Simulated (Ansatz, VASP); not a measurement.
## One calculation of BP, two programs

```
B P
1.0
     0.00000    2.26530    2.26530
     2.26530    0.00000    2.26530
     2.26530    2.26530    0.00000
B P
1 1
Cartesian
  0.0000 0.0000 0.0000
  1.1327 1.1327 1.1327
```

Alike in both runs: task single point; functional r2SCAN; dispersion rVV10; k mesh 10 × 10 × 10; occupations gaussian, width 0.02 eV; no spin polarisation.

|  | VASP | Ansatz |
| --- | --- | --- |
| version | VASP 6.6.1 | Ansatz 0.2.0 |
| potentials or method | VASP PAW PBE potentials, release 64 (B, P), cutoff 550 eV | scalar-relativistic, plane waves, PAW |
| valence electrons in the cell | 8 | 8 |

VASP gave:

```
gap on the k mesh at the Fermi level (eV) : 1.41
least direct gap on the mesh (eV)         : 3.64
pressure (GPa)                            : -0.4
```

Q: What did Ansatz give for the same quantities?

A: gap on the k mesh at the Fermi level (eV): 1.38; least direct gap on the mesh (eV): 3.60; pressure (GPa): 0.0.

VASP's potentials were made for PBE, not for r2SCAN.
